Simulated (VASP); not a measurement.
Here is a VASP 6.6.1 calculation.

Contents of INCAR:

```
PREC = Accurate
ENCUT = 520
EDIFF = 1E-6
ISMEAR = 0
SIGMA = 0.01
LREAL = False
LASPH = True
NELM = 60
ALGO = Normal
ISIF = 2
LWAVE = False
LCHARG = False
GGA = PE
NBANDS = 11
```

File KPOINTS:

```
Automatic mesh
0
Gamma
  6 6 6
```

File POSCAR:

```
MgO
1.0
    0.0000000000      2.1119935000      2.1119935000
    2.1119935000      0.0000000000      2.1119935000
    2.1119935000      2.1119935000      0.0000000000
Mg O
1 1
Direct
    0.0000000000      0.0000000000      0.0000000000
    0.5000000000      0.5000000000      0.5000000000
```

Potentials or basis: VASP PAW PBE potentials, release 64 (Mg, O).

Launch:

```sh
$ cat potpaw_PBE.64/Mg/POTCAR potpaw_PBE.64/O/POTCAR > POTCAR
$ mpirun -np 1 vasp_std > vasp.out
```

Problem. Predict the pressure.

Solution. 2.5 GPa.

Problem. Estimate the band gap on the k mesh.

Solution. 4.64 eV, direct.

Caveat: the k points lie up to 0.43 Å⁻¹ apart. PBE gaps usually lie below the measured ones, often by a third to a half.
